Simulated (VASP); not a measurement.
# Zn (Im-3m) in VASP: notebook

Zn is run at these levels: r2SCAN; tasks: single point.

All numbers are computed with VASP 6.6.1; they aren't measurements. Logs are shortened: lines on timing, memory, paths and dates and some standing lists are left out, and cuts for length are marked.

## (1) The cell of the first run

The structure is cubic, space group Im-3m (No. 229). Conventional cell: a = 3.138 Å, b = 3.138 Å, c = 3.138 Å, α = 90.00°, β = 90.00°, γ = 90.00°. Within 3.6 Å of Zn (site symmetry m-3m) lie 14 Zn at 2.72 to 3.14 Å.

## (2) Single point, r2SCAN

The input, POSCAR:

```
Zn
1.0
   -1.5690370000      1.5690370000      1.5690370000
    1.5690370000     -1.5690370000      1.5690370000
    1.5690370000      1.5690370000     -1.5690370000
Zn
1
Direct
    0.0000000000      0.0000000000      0.0000000000
```

The input, INCAR.step1:

```
  PREC = Accurate
  ENCUT = 520
  ISMEAR = 0
  SIGMA = 0.15
  LREAL = F
  LASPH = T
  NELM = 80
  NBANDS = 12
  GGA = PE
  ALGO = Normal
  EDIFF = 1E-4
  LWAVE = T
  LCHARG = F
```

The input, INCAR.step2:

```
  PREC = Accurate
  ENCUT = 520
  EDIFF = 1E-6
  ISMEAR = 0
  SIGMA = 0.15
  LREAL = F
  LASPH = T
  NELM = 80
  ALGO = Normal
  ISIF = 2
  LWAVE = F
  LCHARG = T
  METAGGA = R2SCAN
  LMIXTAU = T
  LELF = T
  LVHAR = T
  NBANDS = 12
  ISTART = 1
```

The input, KPOINTS:

```
regular mesh
0
Gamma
  22 22 22
```

Potentials or basis: VASP PAW PBE potentials, release 64 (Zn).

On the command line:

```sh
$ cat potpaw_PBE.64/Zn/POTCAR > POTCAR
$ cp INCAR.step1 INCAR
$ mpirun -np 1 vasp_std > vasp.out
$ cp INCAR.step2 INCAR
$ mpirun -np 1 vasp_std > vasp.out
```

OUTCAR:

```text
PREC = Accurate
   ENCUT = 520
   EDIFF = 1E-6
   ISMEAR = 0
   LREAL = F
   LASPH = T
   NELM = 80
   ISIF = 2
   METAGGA = R2SCAN
   ISTART = 1

 ion  position               nearest neighbor table
   1  0.000  0.000  0.000-

  LATTYP: Found a body centered cubic cell.
 ALAT       =     3.1380740000

  Lattice vectors:

 A1 = (  -1.5690370000,   1.5690370000,   1.5690370000)
 A2 = (   1.5690370000,  -1.5690370000,   1.5690370000)
 A3 = (   1.5690370000,   1.5690370000,  -1.5690370000)

Analysis of symmetry for initial positions (statically):
=====================================================================
 Subroutine PRICEL returns:
 Original cell was already a primitive cell.

 Routine SETGRP: Setting up the symmetry group for a
 body centered cubic supercell.

 Subroutine GETGRP returns: Found 48 space group operations
 (whereof 48 operations were pure point group operations)
 out of a pool of 48 trial point group operations.

The static configuration has the point symmetry O_h .

Analysis of symmetry for dynamics (positions and initial velocities):
=====================================================================
 Subroutine PRICEL returns:
 Original cell was already a primitive cell.

 Routine SETGRP: Setting up the symmetry group for a
 body centered cubic supercell.

 Subroutine GETGRP returns: Found 48 space group operations
 (whereof 48 operations were pure point group operations)
 out of a pool of 48 trial point group operations.

The dynamic configuration has the point symmetry O_h .

 Subroutine INISYM returns: Found 48 space group operations
 (whereof 48 operations are pure point group operations),
 and found     1 'primitive' translations

----------------------------------------------------------------------------------------

                                     Primitive cell

  volume of cell :      15.4511

  direct lattice vectors                    reciprocal lattice vectors
    -1.569037000  1.569037000  1.569037000     0.000000000  0.318666800  0.318666800
     1.569037000 -1.569037000  1.569037000     0.318666800  0.000000000  0.318666800
     1.569037000  1.569037000 -1.569037000     0.318666800  0.318666800  0.000000000

  length of vectors
     2.717651803  2.717651803  2.717651803     0.450662911  0.450662911  0.450662911

  position of ions in fractional coordinates (direct lattice)
     0.000000000  0.000000000  0.000000000

  ion indices of the primitive-cell ions
   primitive index   ion index
                 1           1

----------------------------------------------------------------------------------------

 KPOINTS: regular mesh

Automatic generation of k-mesh.
 Grid dimensions read from file:
 generate k-points for:   22   22   22

 Generating k-lattice:

  Cartesian coordinates                     Fractional coordinates (reciprocal lattice)
     0.000000000  0.014484855  0.014484855     0.045454545  0.000000000  0.000000000
     0.014484855  0.000000000  0.014484855     0.000000000  0.045454545  0.000000000
     0.014484855  0.014484855  0.000000000     0.000000000  0.000000000  0.045454545

  Length of vectors
     0.020484678  0.020484678  0.020484678

  Shift w.r.t. Gamma in fractional coordinates (k-lattice)
     0.000000000  0.000000000  0.000000000

 Subroutine IBZKPT returns following result:
 ===========================================

 Found    328 irreducible k-points:

 Following reciprocal coordinates:
            Coordinates               Weight
  0.000000  0.000000  0.000000      1.000000
  0.045455  0.000000  0.000000     12.000000
  0.090909  0.000000  0.000000     12.000000
  0.136364  0.000000  0.000000     12.000000
  0.181818  0.000000  0.000000     12.000000
  0.227273  0.000000  0.000000     12.000000
[... 16 lines left out ...]
  0.090909  0.090909  0.000000     24.000000
  0.136364  0.090909  0.000000     48.000000
 [... further k-points ...]
   k-points           NKPTS =    328   k-points in BZ     NKDIM =    328   number of bands    NBANDS=     12
   number of dos      NEDOS =    301   number of ions     NIONS =      1
   total plane-waves  NPLWV =   8000
   dimension x,y,z NGX =    20 NGY =   20 NGZ =   20
   dimension x,y,z NGXF=    40 NGYF=   40 NGZF=   40
   ions per type =               1
   NGX,Y,Z   is equivalent  to a cutoff of  12.23, 12.23, 12.23 a.u.
   NGXF,Y,Z  is equivalent  to a cutoff of  24.47, 24.47, 24.47 a.u.
 SYSTEM =  unknown system
   PREC   = accura    normal or accurate (medium, high low for compatibility)
   ISTART =      1    job   : 0-new  1-cont  2-samecut
   ICHARG =      0    charge: 1-file 2-atom 10-const
   ISPIN  =      1    spin polarized calculation?
   LNONCOLLINEAR =      F non collinear calculations
   LSORBIT =      F    spin-orbit coupling
   LASPH  =      T    aspherical Exc in radial PAW
   ENCUT  =  520.0 eV  38.22 Ry    6.18 a.u.   5.05  5.05  5.05*2*pi/ulx,y,z
   NELM   =     80;   NELMIN=  2; NELMDL=  0     # of ELM steps
   EDIFF  = 0.1E-05   stopping-criterion for ELM
   LREAL  =      F    real-space projection
   EDIFFG = 0.1E-04   stopping-criterion for IOM
   NSW    =      0    number of steps for IOM
   IBRION =     -1    ionic relax: 0-MD 1-quasi-New 2-CG
   NFREE  =      0    steps in history (QN), initial steepest desc. (CG)
   ISIF   =      2    stress and relaxation
   ISYM   =      2    0-nonsym 1-usesym 2-fastsym
   POTIM  = 0.5000    time-step for ionic-motion
   TEBEG  =    0.0;   TEEND  =   0.0 temperature during run
   PSTRESS=    0.0 pullay stress
   NELECT =      12.0000    total number of electrons
   NUPDOWN=      -1.0000    fix difference up-down
   EMIN   =  10.00;   EMAX   =-10.00  energy-range for DOS
   EFERMI =   0.00;   METHOD = LEGACY
   ISMEAR =     0;   SIGMA  =   0.15  broadening in eV -4-tet -1-fermi 0-gaus
   EFERMI_NEDOS =   21; number of points for ismear=-14 and -15
   IALGO  =     38    algorithm
   IMIX   =      4    mixing-type and parameters
     AMIX     =   0.40;   BMIX     =  1.00
     AMIX_MAG =   1.60;   BMIX_MAG =  1.00
  volume/ion in A,a.u.               =      15.45       104.27
  Fermi-wavevector in a.u.,A,eV,Ry     =   1.504811  2.843681 30.809811  2.264457
  Thomas-Fermi vector in A             =   2.615742
   LORBIT       =      0    0 simple, 1 ext, 2 COOP (PROOUT), +10 PAW based schemes
   METAGGA = R2SCAN    functional components
   LHFCALC =     F    Hartree Fock is set to
   AEXX    =    0.0000 exact exchange contribution
   IVDW    =     0    specifies the selected vdW correction
   LEPSILON=     F    determine dielectric tensor
   LRPA    =     F    only Hartree local field effects (RPA)
 non-spin polarized calculation
 Gauss-broadening in eV      SIGMA  =   0.15
  energy-cutoff  :      520.00
  volume of cell :       15.45
 maximum number of plane-waves:       430
   NGX = 11   NGY = 11   NGZ = 11

 number of electron      12.0000023 magnetization

 Free energy of the ion-electron system (eV)
  ---------------------------------------------------
  ext. energy  EPLUGINS =         0.00000000
  ---------------------------------------------------
  free energy    TOTEN  =        -8.78568620 eV

  energy without entropy =       -8.78155856  energy(sigma->0) =       -8.78362238

 E-fermi :   3.0617     XC(G=0): -12.5859

 val. band max:        3.0572933843   @ k =   0.4091   0.0455   0.0455
 cond. band min:       3.0713613943   @ k =   0.3636   0.2273   0.0455
 fundamental gap:      0.0140680100
 Fermi energy:         3.0617487903

 k-point     1 :       0.0000    0.0000    0.0000
  band No.  band energies     occupation
      1      -7.8625      2.00000
      2      -5.1148      2.00000
      3      -5.1146      2.00000
      4      -5.1146      2.00000
      5      -4.6145      2.00000
      6      -4.6145      2.00000
      7      23.0997      0.00000
      8      23.0997      0.00000
      9      23.0999      0.00000
     10      24.6773      0.00000
     11      24.6773      0.00000
     12      24.6773      0.00000

 k-point     2 :       0.0455    0.0000    0.0000
  band No.  band energies     occupation
      1      -7.7939      2.00000
      2      -5.1210      2.00000
      3      -5.1134      2.00000
      4      -5.0992      2.00000
      5      -4.6205      2.00000
      6      -4.6141      2.00000
      7      21.9593      0.00000
      8      22.4782      0.00000
      9      22.7720      0.00000
     10      23.8412      0.00000
     11      23.9879      0.00000
     12      24.4673      0.00000

 k-point     3 :       0.0909    0.0000    0.0000
  band No.  band energies     occupation
      1      -7.5900      2.00000
      2      -5.1394      2.00000
      3      -5.1090      2.00000
      4      -5.0534      2.00000
      5      -4.6367      2.00000
      6      -4.6130      2.00000
      7      19.6339      0.00000
      8      21.3299      0.00000
      9      21.8974      0.00000
     10      22.9998      0.00000
     11      23.2326      0.00000
     12      24.4829      0.00000
[... 286 lines left out ...]
 k-point    23 :       0.0909    0.0909    0.0000
  band No.  band energies     occupation
      1      -7.0630      2.00000
      2      -5.1625      2.00000
      3      -5.1352      2.00000
      4      -4.9163      2.00000
      5      -4.6732      2.00000
      6      -4.6024      2.00000
      7      17.2728      0.00000
      8      17.4256      0.00000
      9      19.8616      0.00000
     10      23.0936      0.00000
     11      23.4049      0.00000
     12      25.0514      0.00000

 k-point    24 :       0.1364    0.0909    0.0000
  band No.  band energies     occupation
      1      -6.6331      2.00000
      2      -5.1921      2.00000
      3      -5.1341      2.00000
      4      -4.7963      2.00000
      5      -4.6925      2.00000
      6      -4.5890      2.00000
      7      14.9855      0.00000
      8      16.3573      0.00000
      9      18.9018      0.00000
     10      22.5502      0.00000
     11      23.6014      0.00000
     12      25.1532      0.00000

 [... further k-points ...]

------------------------ aborting loop because EDIFF is reached ----------------------------------------

  FORCE on cell =-STRESS in cart. coord.  units (eV):
  Direction    XX          YY          ZZ          XY          YZ          ZX
  --------------------------------------------------------------------------------------
  -------------------------------------------------------------------------------------
  Total       -0.4145506     -0.4145506     -0.4145506      0.0000000      0.0000000     -0.0000000
  in kB      -42.9861557    -42.9861557    -42.9861557      0.0000000      0.0000000     -0.0000000
  external PRESSURE =     -42.9861557 kB  Pullay stress =       0.0000000 kB

 VOLUME and BASIS-vectors are now :
 -----------------------------------------------------------------------------
  energy-cutoff  :      520.00
  volume of cell :       15.45
      direct lattice vectors                 reciprocal lattice vectors
    -1.569037000  1.569037000  1.569037000     0.000000000  0.318666800  0.318666800
     1.569037000 -1.569037000  1.569037000     0.318666800  0.000000000  0.318666800
     1.569037000  1.569037000 -1.569037000     0.318666800  0.318666800  0.000000000

 POSITION                                       TOTAL-FORCE (eV/Angst)
 -----------------------------------------------------------------------------------
      0.00000      0.00000      0.00000         0.000000     -0.000000     -0.000000
 -----------------------------------------------------------------------------------
    total drift:                                0.000000     -0.000000      0.000000

  FREE ENERGIE OF THE ION-ELECTRON SYSTEM (eV)
  ---------------------------------------------------
  free  energy   TOTEN  =        -8.7856861956 eV

  energy  without entropy=       -8.7815585626  energy(sigma->0) =       -8.78362238
```

Run time: 64 s. Hardware: 1 thread of Intel Xeon 6975P-C (Granite Rapids), shared host; peak memory 0.17 GiB.

Results:

| Item | Value |
| --- | --- |
| Free energy | -8.7857 eV |
| Pressure | -4.3 GPa |
| Band gap on the k mesh | zero (band 6 reaches 7.42 eV, above the bottom of band 7 at 2.03 eV) |

Caveat: the PAW data sets were made with another functional, which shifts forces and pressure a little.

(Continued in part 2 of 2.)
